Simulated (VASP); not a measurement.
Wanted: the native input for a VASP 6.6.1 run.

```yaml
Task: single point
Functional: PBEsol
Potentials_or_basis: VASP PAW PBE potentials, release 64 (Mo_sv)
Cutoff: 520 eV
k_mesh: 22 × 22 × 22
Occupations: gaussian, width 0.15 eV
Spin: no spin polarisation
Dipole_correction: no
Further_INCAR_settings: ALGO = Fast; EDIFF = 1e-07; NBANDS = 13
```

The structure of Mo lies in POSCAR:

```
Mo
1.0
   -1.4453200000      1.4453200000      1.6338400000
    1.4453200000     -1.4453200000      1.6338400000
    1.4453200000      1.4453200000     -1.6338400000
Mo
1
Direct
    0.0000000000      0.0000000000      0.0000000000
```

This cell differs from its parent crystal: strain -0.080 along x and y, +0.040 along z.

These files were run (other wordings do the same):

INCAR

```
PREC = Accurate
ENCUT = 520
EDIFF = 1E-7
ISMEAR = 0
SIGMA = 0.15
LREAL = F
LASPH = T
NELM = 100
ALGO = Fast
ISIF = 2
LWAVE = F
LCHARG = T
GGA = PS
LELF = T
LVHAR = T
NBANDS = 13
```

KPOINTS

```
regular mesh
0
Gamma
  22 22 22
```

Potentials or basis: VASP PAW PBE potentials, release 64 (Mo_sv).

The run is started by

```sh
$ cat potpaw_PBE.64/Mo_sv/POTCAR > POTCAR
$ mpirun -np 1 vasp_std > vasp.out
```

It gave:

The pressure is 43.8 GPa. The band gap on the k mesh is zero (bands 7 and 8 overlap by 5.83 eV).

Caveat: the cell differs from its parent crystal (strain -0.080 along x and y, +0.040 along z); the stress differs along the axes, from 18 to 57 GPa; the PAW data sets were made with another functional, which shifts forces and pressure a little.

Run time: 4 min on 1 thread of Intel Xeon 8259CL, with other jobs on the host, peak memory 0.25 GiB.
